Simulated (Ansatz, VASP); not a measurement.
One calculation of BN, two programs

The input INCAR:

```
SYSTEM = BN
  PREC = Accurate
  ENCUT = 520
  EDIFF = 1E-7
  ISMEAR = 0
  SIGMA = 0.023
  LREAL = .FALSE.
  LASPH = .TRUE.
  NELM = 60
  ALGO = Normal
  ISIF = 2
  LWAVE = .FALSE.
  LCHARG = .FALSE.
  GGA = PE
  NBANDS = 16
```

Contents of KPOINTS:

```
Automatic mesh
0
G
  12 12 4
  0 0 0
```

File POSCAR:

```
BN
1.0
    2.4982400000      0.0000000000      0.0000000000
   -1.2491200000      2.1635393048      0.0000000000
    0.0000000000      0.0000000000      6.6357000000
N B
2 2
Direct
    0.6666666667      0.3333333333      0.2500000000
    0.3333333333      0.6666666667      0.7500000000
    0.6666666667      0.3333333333      0.7500000000
    0.3333333333      0.6666666667      0.2500000000
```

input.yaml

```yaml
crystal:
  lattice:
    - [2.49824, 0.0, 0.0]
    - [-1.24912, 2.1635393048, 0.0]
    - [0.0, 0.0, 6.6357]
  atoms:
    - { symbol: "N", position: [0.6666666667, 0.3333333333, 0.25] }
    - { symbol: "N", position: [0.3333333333, 0.6666666667, 0.75] }
    - { symbol: B, position: [0.6666666667, 0.3333333333, 0.75] }
    - { symbol: B, position: [0.3333333333, 0.6666666667, 0.25] }
hamiltonian:
  xc: pbe
  pseudopotentials: { kind: paw }
kpoints:
  mp_grid: { grid: [12, 12, 4] }
scf:
  occupations: { method: gaussian, width: 0.023 }
output:
  forces: true
  stress: true
  eigenvalues: true
```

Alike in both runs: task single point; functional PBE; k mesh 12 × 12 × 4; occupations gaussian, width 0.023 eV; no spin polarisation.

|  | VASP | Ansatz |
| --- | --- | --- |
| version | VASP 6.6.1 | Ansatz 0.2.0 |
| potentials or method | VASP PAW PBE potentials, release 64 (N, B) | Ansatz PAW |
| plane-wave cutoff (eV) | 520 | 420 |
| valence electrons in the cell | 16 | 16 |

|  | VASP | Ansatz | Ansatz less VASP |
| --- | --- | --- | --- |
| gap on the k mesh at the Fermi level (eV) | 4.29 | 4.29 | +0.008 |
| least direct gap on the mesh (eV) | 4.66 | 4.66 | +0.003 |
| pressure (GPa) | 5.1 | 5.1 | -0.07 |
| traceless stress, the component that is largest in VASP (GPa) | -2.30 | -2.09 | +0.211 |
